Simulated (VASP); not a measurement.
**SnO2: single point with PBE**

The system is SnO2.

```
Sn O
1.0
     4.82779    0.00000    0.00000
     0.00000    4.82781    0.00000
     0.00000    0.00000    3.23790
Sn O
2 4
Cartesian
  2.4139 2.4139 1.6190
  0.0000 0.0000 0.0000
  1.6568 1.6571 0.0000
  4.0707 0.7568 1.6190
  0.7571 4.0710 1.6190
  3.1709 3.1707 0.0000
```

This cell differs from its parent crystal: atoms shifted along a free coordinate, c/a of the conventional cell at fixed volume 0.6707.

```json
{
  "Program": "VASP 6.6.1",
  "Task": "single point",
  "Functional": "PBE",
  "Potentials or basis": "VASP PAW PBE potentials, release 64 (Sn_d, O)",
  "Cutoff": "520 eV",
  "k mesh": "6 × 6 × 8",
  "Occupations": "gaussian, width 0.05 eV",
  "Spin": "no spin polarisation",
  "Dipole correction": "no",
  "Further INCAR settings": "ALGO = Normal; EDIFF = 1e-06; NBANDS = 35"
}
```

```
Pressure               : 23.5 GPa
Largest force          : 6.959 eV/Å
Band gap on the k mesh : 1.07 eV (least direct gap 1.19 eV)
```

Forces in eV/Å, atoms in the order of the input:
```
Sn   0.000  0.000  0.000
Sn   0.000  0.000  0.000
O   -4.922 -4.920  0.000
O   -4.922  4.920  0.000
O    4.922 -4.920  0.000
O    4.922  4.920  0.000
```

Stress tensor (GPa, compression positive):
```
18.86  0.00  0.00
 0.00 18.84  0.00
 0.00  0.00 32.81
```

Levels at points of the mesh, in eV from the valence-band top:
```tsv
k point	band 22	band 23	band 24	band 25	band 26	band 27	band 28	band 29	band 30	band 31
(0.00, 0.00, 0.00)	-1.06	-1.06	-0.38	-0.38	-0.12	1.07	4.34	6.46	6.46	10.10
(0.50, 0.00, 0.00)	-1.17	-1.06	-1.06	-0.83	-0.83	3.74	3.74	6.35	6.35	9.17
(0.00, 0.50, 0.00)	-1.17	-1.06	-1.06	-0.84	-0.84	3.74	3.74	6.36	6.36	9.17
(0.50, 0.50, 0.00)	-1.11	-0.81	-0.81	-0.64	-0.64	3.34	3.34	6.62	6.62	9.54
(0.00, 0.00, 0.50)	-1.67	-1.41	-1.41	-1.10	-1.10	6.82	6.82	8.15	8.15	9.10
(0.50, 0.00, 0.50)	-1.91	-1.05	-1.05	0.00	0.00	6.69	6.69	7.15	7.15	9.49
(0.00, 0.50, 0.50)	-1.91	-1.05	-1.05	0.00	0.00	6.69	6.69	7.15	7.15	9.49
(0.50, 0.50, 0.50)	-1.60	-1.15	-1.15	-0.83	-0.83	6.45	6.45	7.17	7.17	9.89
```

Wall time 54 s on 1 thread of Intel(R) Xeon(R) 6975P-C (Granite Rapids) (shared host), peak memory 0.29 GiB.

Caveat: the cell stands under pressure; spin-orbit coupling is left out, which moves the levels of the heavy elements; forces of over 1 eV/Å act on the atoms, so gaps and moduli don't describe the material at rest. A k mesh can miss the band edges.
